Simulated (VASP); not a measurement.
Wanted: the native input for a VASP 6.6.1 run.

```yaml
Task: relaxation of the atoms
Functional: PBE
Dispersion: D4
Potentials_or_basis: VASP PAW PBE potentials, release 64 (N, Hf_pv)
Cutoff: 520 eV
k_mesh: 2 × 2 × 2
Occupations: methfessel-paxton, width 0.02 eV
Spin: no spin polarisation
Dipole_correction: no
Further_INCAR_settings: ALGO = Normal; EDIFF = 1e-07; IBRION = 2; EDIFFG = -0.05; NSW = 45
```

The structure of Hf7N8 (a cell with a defect) lies in POSCAR:

```
Hf7N8
1.0
    0.0000000000      4.5120000000      4.5120000000
    4.5120000000      0.0000000000      4.5120000000
    4.5120000000      4.5120000000      0.0000000000
N Hf
8 7
Direct
    0.2500000000      0.2500000000      0.2500000000
    0.2500000000      0.2500000000      0.7500000000
    0.2500000000      0.7500000000      0.2500000000
    0.2500000000      0.7500000000      0.7500000000
    0.7500000000      0.2500000000      0.2500000000
    0.7500000000      0.2500000000      0.7500000000
    0.7500000000      0.7500000000      0.2500000000
    0.7500000000      0.7500000000      0.7500000000
    0.0000000000      0.0000000000      0.5000000000
    0.0000000000      0.5000000000      0.0000000000
    0.0000000000      0.5000000000      0.5000000000
    0.5000000000      0.0000000000      0.0000000000
    0.5000000000      0.0000000000      0.5000000000
    0.5000000000      0.5000000000      0.0000000000
    0.5000000000      0.5000000000      0.5000000000
```

The input as run:

INCAR

```
SYSTEM = Hf7N8
ALGO = Normal ; EDIFF = 1E-7
EDIFFG = -0.05 ; ENCUT = 520
GGA = PE ; GGA_COMPAT = .FALSE.
IBRION = 2 ; ISIF = 2
ISMEAR = 1 ; IVDW = 13
LASPH = .TRUE. ; LCHARG = .FALSE.
LREAL = .FALSE. ; LWAVE = .FALSE.
NELM = 120 ; NELMIN = 4
NSW = 45 ; PREC = Accurate
SIGMA = 0.02
```

KPOINTS

```
k-points
0
G
  2 2 2
  0 0 0
```

Potentials or basis: VASP PAW PBE potentials, release 64 (N, Hf_pv).

Run with:

```console
$ cat potpaw_PBE.64/N/POTCAR potpaw_PBE.64/Hf_pv/POTCAR > POTCAR
$ mpirun -np 1 vasp_std > vasp.out
```

It gave:

```json
{"Energy gained by relaxing": "10.7 meV/atom", "Ionic steps": "3", "Pressure after relaxing": "-4.0 GPa", "Largest force after relaxing": "0.030 eV/Å", "Band gap on the k mesh": "zero (bands 55 and 56 overlap by 2.08 eV)", "Dispersion energy per atom": "-0.255 eV"}
```

Caveat: the k points lie up to 0.60 Å⁻¹ apart, too coarse for converged energies and pressures of a metal; spin-orbit coupling is left out, which moves the levels of the heavy elements; the relaxation stopped at a loose force limit of 0.05 eV/Å, so its end isn't a converged minimum.

Wall time 2.4 min on 1 thread of Intel(R) Xeon(R) Platinum 8488C (Sapphire Rapids), with other jobs on the host, peak memory 0.33 GiB.
